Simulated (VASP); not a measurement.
# ZnO (Fm-3m) in VASP: notebook

The runs below take ZnO through single point, with PBE.

Program: VASP 6.6.1. These are calculated values, not measurements. Logs are shortened: lines on timing, memory, paths and dates and some standing lists are left out, and cuts for length are marked.

### Step 1. The cell of the first run

Symmetry: Fm-3m, No. 225, cubic system. The conventional cell has a = 4.268 Å, b = 4.268 Å, c = 4.268 Å, α = 90.00°, β = 90.00°, γ = 90.00°. Zn (site symmetry m-3m) has 6 O at 2.13 Å within 2.8 Å. Within 2.8 Å of O (site symmetry m-3m) lie 6 Zn at 2.13 Å.

### Step 2. Single point, PBE

INCAR

```
SYSTEM = ZnO
PREC = Accurate ; ENCUT = 520
EDIFF = 1E-7 ; ISMEAR = 0
SIGMA = 0.01 ; LREAL = .False.
LASPH = .True. ; NELM = 80
ALGO = Normal ; ISIF = 2
LWAVE = .False. ; LCHARG = .False.
GGA = PE ; NBANDS = 16
```

KPOINTS

```
regular mesh
0
Gamma
  4 4 4
  0 0 0
```

POSCAR

```
ZnO
1.0
    0.0000000000      2.1337703828      2.1337703828
    2.1337703828      0.0000000000      2.1337703828
    2.1337703828      2.1337703828      0.0000000000
Zn O
1 1
Direct
    0.0000000000      0.0000000000      0.0000000000
    0.5000000000      0.5000000000      0.5000000000
```

Potentials or basis: VASP PAW PBE potentials, release 64 (Zn, O).

Started as:

```console
cat potpaw_PBE.64/Zn/POTCAR potpaw_PBE.64/O/POTCAR > POTCAR
mpirun -np 1 vasp_std > vasp.out
```

OUTCAR:

```text
SYSTEM = ZnO
   PREC = Accurate
   ENCUT = 520
   EDIFF = 1E-7
   ISMEAR = 0
   LREAL = .False.
   LASPH = .True.
   NELM = 80
   ISIF = 2
   GGA = PE

 ion  position               nearest neighbor table
   1  0.000  0.000  0.000-   2 2.13   2 2.13   2 2.13   2 2.13   2 2.13   2 2.13
   2  0.500  0.500  0.500-   1 2.13   1 2.13   1 2.13   1 2.13   1 2.13   1 2.13

  LATTYP: Found a face centered cubic cell.
 ALAT       =     4.2675407656

  Lattice vectors:

 A1 = (   0.0000000000,   2.1337703828,   2.1337703828)
 A2 = (   2.1337703828,   0.0000000000,   2.1337703828)
 A3 = (   2.1337703828,   2.1337703828,   0.0000000000)

Analysis of symmetry for initial positions (statically):
=====================================================================
 Subroutine PRICEL returns:
 Original cell was already a primitive cell.

 Routine SETGRP: Setting up the symmetry group for a
 face centered cubic supercell.

 Subroutine GETGRP returns: Found 48 space group operations
 (whereof 48 operations were pure point group operations)
 out of a pool of 48 trial point group operations.

The static configuration has the point symmetry O_h .

Analysis of symmetry for dynamics (positions and initial velocities):
=====================================================================
 Subroutine PRICEL returns:
 Original cell was already a primitive cell.

 Routine SETGRP: Setting up the symmetry group for a
 face centered cubic supercell.

 Subroutine GETGRP returns: Found 48 space group operations
 (whereof 48 operations were pure point group operations)
 out of a pool of 48 trial point group operations.

The dynamic configuration has the point symmetry O_h .

 Subroutine INISYM returns: Found 48 space group operations
 (whereof 48 operations are pure point group operations),
 and found     1 'primitive' translations

----------------------------------------------------------------------------------------

                                     Primitive cell

  volume of cell :      19.4300

  direct lattice vectors                    reciprocal lattice vectors
     0.000000000  2.133770383  2.133770383    -0.234326994  0.234326994  0.234326994
     2.133770383  0.000000000  2.133770383     0.234326994 -0.234326994  0.234326994
     2.133770383  2.133770383  0.000000000     0.234326994  0.234326994 -0.234326994

  length of vectors
     3.017607014  3.017607014  3.017607014     0.405866259  0.405866259  0.405866259

  position of ions in fractional coordinates (direct lattice)
     0.000000000  0.000000000  0.000000000
     0.500000000  0.500000000  0.500000000

  ion indices of the primitive-cell ions
   primitive index   ion index
                 1           1
                 2           2

----------------------------------------------------------------------------------------

 KPOINTS: regular mesh

Automatic generation of k-mesh.
 Grid dimensions read from file:
 generate k-points for:    4    4    4

 Generating k-lattice:

  Cartesian coordinates                     Fractional coordinates (reciprocal lattice)
    -0.058581749  0.058581749  0.058581749     0.250000000  0.000000000  0.000000000
     0.058581749 -0.058581749  0.058581749     0.000000000  0.250000000  0.000000000
     0.058581749  0.058581749 -0.058581749     0.000000000  0.000000000  0.250000000

  Length of vectors
     0.101466565  0.101466565  0.101466565

  Shift w.r.t. Gamma in fractional coordinates (k-lattice)
     0.000000000  0.000000000  0.000000000

 Subroutine IBZKPT returns following result:
 ===========================================

 Found      8 irreducible k-points:

 Following reciprocal coordinates:
            Coordinates               Weight
  0.000000  0.000000  0.000000      1.000000
  0.250000  0.000000  0.000000      8.000000
  0.500000  0.000000  0.000000      4.000000
  0.250000  0.250000  0.000000      6.000000
  0.500000  0.250000  0.000000     24.000000
 -0.250000  0.250000  0.000000     12.000000
  0.500000  0.500000  0.000000      3.000000
 -0.250000  0.500000  0.250000      6.000000
   k-points           NKPTS =      8   k-points in BZ     NKDIM =      8   number of bands    NBANDS=     16
   number of dos      NEDOS =    301   number of ions     NIONS =      2
   total plane-waves  NPLWV =  13824
   dimension x,y,z NGX =    24 NGY =   24 NGZ =   24
   dimension x,y,z NGXF=    48 NGYF=   48 NGZF=   48
   ions per type =               1   1
   NGX,Y,Z   is equivalent  to a cutoff of  13.22, 13.22, 13.22 a.u.
   NGXF,Y,Z  is equivalent  to a cutoff of  26.44, 26.44, 26.44 a.u.
 SYSTEM =  ZnO
   PREC   = accura    normal or accurate (medium, high low for compatibility)
   ISTART =      0    job   : 0-new  1-cont  2-samecut
   ICHARG =      2    charge: 1-file 2-atom 10-const
   ISPIN  =      1    spin polarized calculation?
   LNONCOLLINEAR =      F non collinear calculations
   LSORBIT =      F    spin-orbit coupling
   LASPH  =      T    aspherical Exc in radial PAW
   ENCUT  =  520.0 eV  38.22 Ry    6.18 a.u.   5.61  5.61  5.61*2*pi/ulx,y,z
   NELM   =     80;   NELMIN=  2; NELMDL= -5     # of ELM steps
   EDIFF  = 0.1E-06   stopping-criterion for ELM
   LREAL  =      F    real-space projection
   EDIFFG = 0.1E-05   stopping-criterion for IOM
   NSW    =      0    number of steps for IOM
   IBRION =     -1    ionic relax: 0-MD 1-quasi-New 2-CG
   NFREE  =      0    steps in history (QN), initial steepest desc. (CG)
   ISIF   =      2    stress and relaxation
   ISYM   =      2    0-nonsym 1-usesym 2-fastsym
   POTIM  = 0.5000    time-step for ionic-motion
   TEBEG  =    0.0;   TEEND  =   0.0 temperature during run
   PSTRESS=    0.0 pullay stress
   NELECT =      18.0000    total number of electrons
   NUPDOWN=      -1.0000    fix difference up-down
   EMIN   =  10.00;   EMAX   =-10.00  energy-range for DOS
   EFERMI =   0.00;   METHOD = LEGACY
   ISMEAR =     0;   SIGMA  =   0.01  broadening in eV -4-tet -1-fermi 0-gaus
   EFERMI_NEDOS =   21; number of points for ismear=-14 and -15
   IALGO  =     38    algorithm
   IMIX   =      4    mixing-type and parameters
     AMIX     =   0.40;   BMIX     =  1.00
     AMIX_MAG =   1.60;   BMIX_MAG =  1.00
  volume/ion in A,a.u.               =       9.72        65.56
  Fermi-wavevector in a.u.,A,eV,Ry     =   1.595908  3.015830 34.653003  2.546924
  Thomas-Fermi vector in A             =   2.693754
   LORBIT       =      0    0 simple, 1 ext, 2 COOP (PROOUT), +10 PAW based schemes
   GGA     = PE    functional components
   LHFCALC =     F    Hartree Fock is set to
   AEXX    =    0.0000 exact exchange contribution
   IVDW    =     0    specifies the selected vdW correction
   LEPSILON=     F    determine dielectric tensor
   LRPA    =     F    only Hartree local field effects (RPA)
 non-spin polarized calculation
 Gauss-broadening in eV      SIGMA  =   0.01
  energy-cutoff  :      520.00
  volume of cell :       19.43
 maximum number of plane-waves:       544
 NGX is ok and might be reduce to    24
   NGX = 11   NGY = 11   NGZ = 11

 number of electron      18.0000003 magnetization

 Free energy of the ion-electron system (eV)
  ---------------------------------------------------
  ext. energy  EPLUGINS =         0.00000000
  ---------------------------------------------------
  free energy    TOTEN  =        -8.56951132 eV

  energy without entropy =       -8.56951132  energy(sigma->0) =       -8.56951132

 E-fermi :   3.0046     XC(G=0): -12.3382

 val. band max:        2.8544743852   @ k =   0.5000   0.0000   0.0000
 cond. band min:       3.7567808572   @ k =   0.0000   0.0000   0.0000
 fundamental gap:      0.9023064720
 Fermi energy:         3.0045961572

 k-point     1 :       0.0000    0.0000    0.0000
  band No.  band energies     occupation
      1     -15.8219      2.00000
      2      -2.0495      2.00000
      3      -2.0495      2.00000
      4      -2.0495      2.00000
      5      -1.8292      2.00000
      6      -1.8292      2.00000
      7       1.4609      2.00000
      8       1.4609      2.00000
      9       1.4609      2.00000
     10       3.7568      0.00000
     11      20.8602      0.00000
     12      20.8602      0.00000
     13      20.8602      0.00000
     14      21.1722      0.00000
     15      22.3481      0.00000
     16      22.3482      0.00000

 k-point     2 :       0.2500    0.0000    0.0000
  band No.  band energies     occupation
      1     -15.1920      2.00000
      2      -2.9592      2.00000
      3      -2.5202      2.00000
      4      -2.5202      2.00000
      5      -1.8172      2.00000
      6      -1.8172      2.00000
      7      -0.6715      2.00000
      8       2.2221      2.00000
      9       2.2221      2.00000
     10       6.8486      0.00000
     11      14.2727      0.00000
     12      17.7453      0.00000
     13      17.7453      0.00000
     14      21.6464      0.00000
     15      23.9140      0.00000
     16      23.9140      0.00000

 k-point     3 :       0.5000    0.0000    0.0000
  band No.  band energies     occupation
      1     -14.4265      2.00000
      2      -4.6181      2.00000
      3      -3.0118      2.00000
      4      -3.0118      2.00000
      5      -1.6157      2.00000
      6      -1.6157      2.00000
      7      -0.7868      2.00000
      8       2.8545      2.00000
      9       2.8545      2.00000
     10       8.2785      0.00000
     11      12.0121      0.00000
     12      15.6831      0.00000
     13      15.6831      0.00000
     14      22.2170      0.00000
     15      27.5736      0.00000
     16      27.5736      0.00000

 k-point     4 :       0.2500    0.2500    0.0000
  band No.  band energies     occupation
      1     -15.0455      2.00000
      2      -3.2389      2.00000
      3      -2.2684      2.00000
      4      -1.9676      2.00000
      5      -1.9676      2.00000
      6      -1.7263      2.00000
      7       0.1739      2.00000
      8       0.9875      2.00000
      9       0.9875      2.00000
     10       7.7693      0.00000
     11      14.3398      0.00000
     12      15.7256      0.00000
     13      18.2448      0.00000
     14      18.2448      0.00000
     15      29.3282      0.00000
     16      29.9424      0.00000

 k-point     5 :       0.5000    0.2500    0.0000
  band No.  band energies     occupation
      1     -14.3771      2.00000
      2      -3.6014      2.00000
      3      -2.8391      2.00000
      4      -2.5274      2.00000
      5      -1.7395      2.00000
      6      -1.5661      2.00000
      7      -0.8480      2.00000
      8       0.9225      2.00000
      9       1.5824      2.00000
     10       9.2686      0.00000
     11      11.9346      0.00000
     12      14.0040      0.00000
     13      17.1333      0.00000
     14      20.7442      0.00000
     15      29.0106      0.00000
     16      29.3607      0.00000

 k-point     6 :      -0.2500    0.2500    0.0000
  band No.  band energies     occupation
      1     -14.5458      2.00000
      2      -3.7639      2.00000
      3      -2.8680      2.00000
      4      -2.6711      2.00000
      5      -1.7498      2.00000
      6      -1.5622      2.00000
      7      -0.4141      2.00000
      8       0.3808      2.00000
      9       2.7269      2.00000
     10       9.6204      0.00000
     11      12.2398      0.00000
     12      13.6547      0.00000
     13      16.6814      0.00000
     14      24.1690      0.00000
     15      25.1465      0.00000
     16      26.3844      0.00000

 k-point     7 :       0.5000    0.5000    0.0000
  band No.  band energies     occupation
      1     -14.3121      2.00000
      2      -2.8068      2.00000
      3      -2.4885      2.00000
      4      -1.6229      2.00000
      5      -1.5002      2.00000
      6      -1.5002      2.00000
      7      -1.1761      2.00000
      8       0.0076      2.00000
      9       0.0076      2.00000
     10       7.0820      0.00000
     11      13.5767      0.00000
     12      14.1182      0.00000
     13      18.3327      0.00000
     14      18.3327      0.00000
     15      29.7578      0.00000
     16      34.2152      0.00000

 k-point     8 :      -0.2500    0.5000    0.2500
  band No.  band energies     occupation
      1     -14.2132      2.00000
      2      -2.8407      2.00000
      3      -2.7890      2.00000
      4      -2.7890      2.00000
      5      -1.5000      2.00000
      6      -1.2862      2.00000
      7      -0.6059      2.00000
      8      -0.6059      2.00000
      9       0.7071      2.00000
     10       9.7386      0.00000
     11      13.3770      0.00000
     12      13.3770      0.00000
     13      14.9539      0.00000
     14      24.0107      0.00000
     15      24.0107      0.00000
     16      31.6459      0.00000

------------------------ aborting loop because EDIFF is reached ----------------------------------------

  FORCE on cell =-STRESS in cart. coord.  units (eV):
  Direction    XX          YY          ZZ          XY          YZ          ZX
  --------------------------------------------------------------------------------------
  -------------------------------------------------------------------------------------
  Total        1.1045162      1.1045162      1.1045162     -0.0000000     -0.0000000     -0.0000000
  in kB       91.0771907     91.0771907     91.0771907     -0.0000000     -0.0000000     -0.0000000
  external PRESSURE =      91.0771907 kB  Pullay stress =       0.0000000 kB

 VOLUME and BASIS-vectors are now :
 -----------------------------------------------------------------------------
  energy-cutoff  :      520.00
  volume of cell :       19.43
      direct lattice vectors                 reciprocal lattice vectors
     0.000000000  2.133770383  2.133770383    -0.234326994  0.234326994  0.234326994
     2.133770383  0.000000000  2.133770383     0.234326994 -0.234326994  0.234326994
     2.133770383  2.133770383  0.000000000     0.234326994  0.234326994 -0.234326994

 POSITION                                       TOTAL-FORCE (eV/Angst)
 -----------------------------------------------------------------------------------
      0.00000      0.00000      0.00000         0.000000     -0.000000     -0.000000
      2.13377      2.13377      2.13377        -0.000000      0.000000      0.000000
 -----------------------------------------------------------------------------------
    total drift:                                0.000000     -0.000000     -0.000000

  FREE ENERGIE OF THE ION-ELECTRON SYSTEM (eV)
  ---------------------------------------------------
  free  energy   TOTEN  =        -8.5695113237 eV

  energy  without entropy=       -8.5695113237  energy(sigma->0) =       -8.56951132
```

Run time: 4.1 s. Hardware: 1 thread of Intel Xeon Platinum 8488C (Sapphire Rapids), shared host; peak memory 0.13 GiB.

What came out:

```
Free energy            : -8.5695 eV
Pressure               : 9.1 GPa
Band gap on the k mesh : 0.90 eV, indirect (least direct gap 2.30 eV)
```

Caveat: the k points lie up to 0.64 Å⁻¹ apart. As with any semilocal functional, this PBE gap is likely too small.

### Step 3. Single point, PBE

INCAR

```
ALGO = Normal ; EDIFF = 1E-7
ENCUT = 520 ; GGA = PE
ISIF = 2 ; ISMEAR = 0
LASPH = T ; LCHARG = F
LREAL = F ; LWAVE = F
NBANDS = 16 ; NELM = 80
PREC = Accurate ; SIGMA = 0.01
```

KPOINTS

```
k-points
0
Gamma
  8 8 8
```

POSCAR is that of step 2.

Potentials or basis: VASP PAW PBE potentials, release 64 (Zn, O).

Started as:

```console
cat potpaw_PBE.64/Zn/POTCAR potpaw_PBE.64/O/POTCAR > POTCAR
mpirun -np 1 vasp_std > vasp.out
```

Wall time 8.7 s (1 thread of Intel Xeon Platinum 8488C (Sapphire Rapids), shared host); peak memory 0.14 GiB.

The run converged. Its results:

- Free energy: -8.6043 eV
- Pressure: 9.1 GPa
- Band gap on the k mesh: 0.92 eV, indirect (least direct gap 2.32 eV)

Levels at points of the mesh, in eV from the valence-band top:
```csv
k point,band 5,band 6,band 7,band 8,band 9,band 10,band 11,band 12,band 13,band 14
"(0.00, 0.00, 0.00)",-4.65,-4.65,-1.40,-1.40,-1.40,0.92,18.03,18.03,18.03,18.34
"(0.50, 0.00, 0.00)",-4.44,-4.44,-3.62,0.00,0.00,5.44,9.16,12.86,12.86,19.39
"(0.50, 0.50, 0.00)",-4.32,-4.32,-4.00,-2.85,-2.85,4.25,10.72,11.29,15.49,15.49
```
